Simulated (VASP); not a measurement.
BN: single point with PBE

The system is BN.

```
B N
1.0
     0.00000    3.61500    3.61500
     3.61500    0.00000    3.61500
     3.61500    3.61500    0.00000
B N
8 8
Cartesian
  0.0000 0.0000 0.0000
  1.8075 1.8075 0.0000
  1.8075 0.0000 1.8075
  3.6150 1.8075 1.8075
  0.0000 1.8075 1.8075
  1.8075 3.6150 1.8075
  1.8075 1.8075 3.6150
  3.6150 3.6150 3.6150
  0.9038 0.9038 0.9038
  2.7113 2.7113 0.9038
  2.7113 0.9038 2.7113
  4.5188 2.7113 2.7113
  0.9038 2.7113 2.7113
  2.7113 4.5188 2.7113
  2.7113 2.7113 4.5188
  4.5188 4.5188 4.5188
```

```
Program             : VASP 6.6.1
Task                : single point
Functional          : PBE
Potentials or basis : VASP PAW PBE potentials, release 64 (B, N)
Cutoff              : 600 eV
k mesh              : 2 × 2 × 2
Occupations         : gaussian, width 0.02 eV
Spin                : no spin polarisation
```

- Pressure: 3.7 GPa
- Band gap on the k mesh: 4.44 eV

Levels at points of the mesh, in eV from the valence-band top:
```
           k point  band 28  band 29  band 30  band 31  band 32  band 33  band 34  band 35  band 36  band 37
(0.00, 0.00, 0.00)    -1.95    -1.95     0.00     0.00     0.00     4.44     4.44     4.44     8.79     8.79
(0.50, 0.00, 0.00)    -3.66    -1.13    -1.13    -1.13    -1.13     7.52     7.52     7.52     7.52     7.52
(0.50, 0.50, 0.00)    -3.02    -2.10    -2.10    -2.10    -2.10     6.77     6.77     9.59     9.59     9.70
```

Run time: 23 s on 1 thread of AMD EPYC 7R43 64-Core Processor (Zen 3), on a shared host, peak memory 0.2 GiB.

Caveat: the k points lie up to 0.75 Å⁻¹ apart. PBE gaps usually lie below the measured ones, often by a third to a half.
